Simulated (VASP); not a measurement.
Write the native input for VASP 6.6.1 that does the following.

```yaml
Task: single point
Functional: PBE
Potentials_or_basis: VASP PAW PBE potentials, release 64 (Hf_pv, C)
Cutoff: 520 eV
k_mesh: 20 × 20 × 20
Occupations: gaussian, width 0.15 eV
Spin: no spin polarisation
Dipole_correction: no
Further_INCAR_settings: ALGO = Normal; EDIFF = 1e-06; NBANDS = 14
```

The structure of HfC lies in POSCAR:

```
HfC
1.0
   -0.2454426221      2.2089835992      2.2089835992
    2.2089835992     -0.2454426221      2.2089835992
    2.2089835992      2.2089835992     -0.2454426221
Hf C
1 1
Direct
    0.5000000000      0.5000000000      0.5000000000
    0.0000000000      0.0000000000      0.0000000000
```

This cell differs from its parent crystal: ratio of the length along [111] to the lengths across it x 0.85, volume and fractional coordinates fixed.

The input as run:

INCAR

```
SYSTEM = HfC
  PREC = Accurate
  ENCUT = 520
  EDIFF = 1E-6
  ISMEAR = 0
  SIGMA = 0.15
  LREAL = .FALSE.
  LASPH = .TRUE.
  NELM = 80
  ALGO = Normal
  ISIF = 2
  LWAVE = .FALSE.
  LCHARG = .FALSE.
  GGA = PE
  NBANDS = 14
```

KPOINTS

```
Automatic mesh
0
G
  20 20 20
  0 0 0
```

Potentials or basis: VASP PAW PBE potentials, release 64 (Hf_pv, C).

Run with:

```console
$ cat potpaw_PBE.64/Hf_pv/POTCAR potpaw_PBE.64/C/POTCAR > POTCAR
$ mpirun -np 1 vasp_std > vasp.out
```

It gave:

```
Pressure               : -0.8 GPa
Band gap on the k mesh : zero (bands 7 and 8 overlap by 0.90 eV)
```

Caveat: spin-orbit coupling is left out, which moves the levels of the heavy elements.

Run time: 2.6 min on 1 thread of Intel Xeon 8259CL (shared host), peak memory 0.39 GiB.
